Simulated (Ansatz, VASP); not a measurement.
# Os in VASP and in Ansatz

INCAR

```
SYSTEM = Os
AGGAC = 1.0
AGGAX = 1.0
ALDAC = 0.0
ALDAX = 1.0
ALGO = Fast
EDIFF = 1E-7
ENCUT = 520
GGA = B5
ISIF = 2
ISMEAR = -1
IVDW = 13
LASPH = .True.
LCHARG = .False.
LREAL = .False.
LWAVE = .False.
NBANDS = 15
NELM = 100
PREC = Accurate
SIGMA = 0.05
VDW_A1 = 0.44488865
VDW_A2 = 4.0933009
VDW_S6 = 1.0
VDW_S8 = 2.34076671
```

The input KPOINTS:

```
k-points
0
Gamma
  11 11 6
  0 0 0
```

The input POSCAR:

```
Os
1.0
    2.7700791260      0.0000000000      0.0000000000
   -1.3850395630      2.3989588936      0.0000000000
    0.0000000000      0.0000000000      4.3765446767
Os
2
Direct
    0.6666666667      0.3333333333      0.7500000000
    0.3333333333      0.6666666667      0.2500000000
```

File input.yaml:

```yaml
crystal:
  lattice:
    - [2.770079126, 0.0, 0.0]
    - [-1.385039563, 2.3989588936, 0.0]
    - [0.0, 0.0, 4.3765446767]
  atoms:
    - { symbol: Os, position: [0.6666666667, 0.3333333333, 0.75] }
    - { symbol: Os, position: [0.3333333333, 0.6666666667, 0.25] }
hamiltonian:
  xc: blyp
  pseudopotentials: { kind: paw }
  dispersion: d4
kpoints:
  mp_grid: { grid: [11, 11, 6] }
scf:
  occupations: { method: fermi_dirac, width: 0.05 }
output:
  forces: true
  stress: true
  eigenvalues: true
```

Alike in both runs: task single point; functional BLYP; dispersion D4; k mesh 11 × 11 × 6; occupations fermi-dirac, width 0.05 eV; no spin polarisation.

|  | VASP | Ansatz |
| --- | --- | --- |
| version | VASP 6.6.1 | Ansatz 0.2.0 |
| potentials or method | VASP PAW PBE potentials, release 64 (Os) | Ansatz PAW |
| plane-wave cutoff (eV) | 520 | 420 |
| valence electrons in the cell | 16 | 32 |

|  | VASP | Ansatz | Ansatz less VASP |
| --- | --- | --- | --- |
| gap on the k mesh at the Fermi level (eV) | none | none | - |
| pressure (GPa) | -1.9 | -4.9 | -3.00 |
| traceless stress, the component that is largest in VASP (GPa) | -0.38 | -0.49 | -0.111 |

VASP's potentials were made for PBE, not for BLYP. A gap of «none» marks a metal or a gap that the smearing closes. VASP's potentials hold 16 valence electrons a cell and Ansatz's 32, so a difference there can come from the potentials and not from the codes.

Spin-orbit coupling is off throughout.
